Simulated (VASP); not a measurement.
**PbF2: single point with r2SCAN+D3(BJ)**

The system is PbF2.

```xyz
3
Lattice="0.0000 2.9637 2.9637 2.9637 0.0000 2.9637 2.9637 2.9637 0.0000" Properties=species:S:1:pos:R:3 pbc="T T T"
Pb    0.0000    0.0000    0.0000
F     4.4455    4.4455    4.4455
F     1.4818    1.4818    1.4818
```

```yaml
Program: VASP 6.6.1
Task: single point
Functional: r2SCAN
Dispersion: D3(BJ)
Potentials_or_basis: VASP PAW PBE potentials, release 64 (Pb_d, F)
Cutoff: 660 eV
k_mesh: 8 × 8 × 8
Occupations: fermi-dirac, width 0.05 eV
Spin: no spin polarisation
Dipole_correction: no
Further_INCAR_settings: ALGO = Normal; EDIFF = 1e-06; NBANDS = 21
```

```json
{
 "Pressure": "-1.1 GPa",
 "Band gap on the k mesh": "4.94 eV (least direct gap 5.08 eV)",
 "Dispersion energy per atom": "-0.072 eV"
}
```

Levels at points of the mesh, in eV from the valence-band top:
| k point | band 12 | band 13 | band 14 | band 15 | band 16 | band 17 |
| --- | --- | --- | --- | --- | --- | --- |
| (0.00, 0.00, 0.00) | -2.14 | -2.14 | -2.14 | 7.30 | 7.30 | 7.30 |
| (0.50, 0.00, 0.00) | -2.32 | -2.32 | -0.06 | 5.38 | 8.24 | 8.24 |
| (0.50, 0.50, 0.00) | -1.73 | -1.73 | -0.14 | 4.94 | 8.45 | 8.45 |

It took 2 min on 1 thread of AMD EPYC 9R45 96-Core Processor (Zen 5), with other jobs on the host, peak memory 0.21 GiB.

Caveat: three body term missing; the PAW data sets were made with another functional, which shifts forces and pressure a little; spin-orbit coupling is left out, which moves the levels of the heavy elements. r2SCAN opens gaps a little over a GGA but as a rule still falls short of measured ones.
